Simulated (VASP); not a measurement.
Input of a VASP 6.6.1 run:

File INCAR:

```
SYSTEM = Rh
ALGO = Normal
EDIFF = 1E-7
ENCUT = 520
GGA = RP
ISIF = 2
ISMEAR = -1
LASPH = .True.
LCHARG = .False.
LREAL = .False.
LWAVE = .False.
NBANDS = 14
NELM = 100
PREC = Accurate
SIGMA = 0.1
```

Contents of KPOINTS:

```
k-points
0
Gamma
  16 16 16
  0 0 0
```

POSCAR

```
Rh
1.0
   -1.5666642637      1.5666642637      1.5666642637
    1.5666642637     -1.5666642637      1.5666642637
    1.5666642637      1.5666642637     -1.5666642637
Rh
1
Direct
    0.0000000000      0.0000000000      0.0000000000
```

Potentials or basis: VASP PAW PBE potentials, release 64 (Rh_pv).

Launch:

```bash
$ cat potpaw_PBE.64/Rh_pv/POTCAR > POTCAR
$ mpirun -np 1 vasp_std > vasp.out
```

What does it give for the pressure?

-7.4 GPa.

Caveat: the PAW data sets were made with another functional, which shifts forces and pressure a little.
